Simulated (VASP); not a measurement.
Crystal: K4H.

```
CELL_PARAMETERS angstrom
5.08024 0.00000 0.00000
0.00000 5.08024 0.00000
0.00000 0.00000 7.18455
ATOMIC_POSITIONS crystal
K 0.50000 0.00000 0.25000
K 0.00000 0.50000 0.75000
K 0.50000 0.00000 0.75000
K 0.00000 0.50000 0.25000
H 0.00000 0.00000 0.00000
```

This cell differs from its parent crystal: atoms taken out.

- Program: VASP 6.6.1
- Task: relaxation of cell and atoms
- Functional: PBE
- Potentials or basis: VASP PAW PBE potentials, release 64 (K_sv, H)
- Cutoff: 600 eV
- k mesh: 8 × 8 × 6
- Occupations: gaussian, width 0.1 eV
- Spin: no spin polarisation

At the start: pressure 2.4 GPa; volume 37.08 Å³/atom.

Task: Where does the relaxation end?

Result: Over 10 steps the energy falls by 89.8 meV/atom and the volume is 49.82 Å³/atom (+34.3 %); space group P4/mmm (No. 123, to 0.1 Å) before and after.

The path:
```tsv
step	energy change (eV)	largest force (eV/Å)	pressure (GPa)	volume (Å³)
1	0.0000	0.2977	2.42	185.42
2	-0.2031	0.2393	1.52	200.85
3	-0.4133	0.1447	0.22	238.34
4	-0.4248	0.1273	0.00	248.82
5	-0.4255	0.1234	-0.05	251.57
6	-0.4303	0.1100	-0.04	251.00
7	-0.4414	0.0708	-0.01	249.29
8	-0.4479	0.0101	0.08	245.89
9	-0.4483	0.0070	0.06	246.56
10	-0.4490	0.0020	0.01	249.12
```

Final structure:
```cif
data_structure
_symmetry_space_group_name_H-M 'P 1'
_symmetry_Int_Tables_number 1
_cell_length_a 5.5890
_cell_length_b 5.5890
_cell_length_c 7.9751
_cell_angle_alpha 90.000
_cell_angle_beta 90.000
_cell_angle_gamma 90.000
_cell_volume 249.12
loop_
_atom_site_label
_atom_site_type_symbol
_atom_site_fract_x
_atom_site_fract_y
_atom_site_fract_z
_atom_site_occupancy
K1 K 0.50000 0.00000 0.23093 1
K2 K 0.00000 0.50000 0.76907 1
K3 K 0.50000 0.00000 0.76907 1
K4 K 0.00000 0.50000 0.23093 1
H1 H 0.00000 0.00000 0.00000 1
```

Caveat: the cell differs from its parent crystal (atoms taken out); the volume moved by over 15 % at a fixed basis, so the end points are rough.
